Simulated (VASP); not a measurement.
Input of a VASP 6.6.1 run:

Contents of INCAR:

```
  ALGO = Normal
  EDIFF = 1E-6
  ENCUT = 520
  GGA = CA
  ISIF = 2
  ISMEAR = -1
  LASPH = True
  LCHARG = True
  LELF = True
  LREAL = False
  LVHAR = True
  LWAVE = False
  NBANDS = 16
  NELM = 80
  PREC = Accurate
  SIGMA = 0.1
```

KPOINTS

```
k-points
0
Gamma
  13 13 13
```

POSCAR

```
InAs
1.0
    0.0000000000      2.8012103332      2.8012103332
    2.8012103332      0.0000000000      2.8012103332
    2.8012103332      2.8012103332      0.0000000000
In As
1 1
Direct
    0.0000000000      0.0000000000      0.0000000000
    0.5000000000      0.5000000000      0.5000000000
```

Potentials or basis: VASP PAW LDA potentials, release 64 (In_d, As).

Command:

```bash
$ cat potpaw_LDA.64/In_d/POTCAR potpaw_LDA.64/As/POTCAR > POTCAR
$ mpirun -np 1 vasp_std > vasp.out
```

Task: Predict the pressure.

Result: 0.2 GPa.

Task: Estimate the band gap on the k mesh.

Result: Zero (band 9 reaches 7.10 eV, above the bottom of band 10 at 4.23 eV).

Caveat: spin-orbit coupling is left out, which moves the levels of the heavy elements.
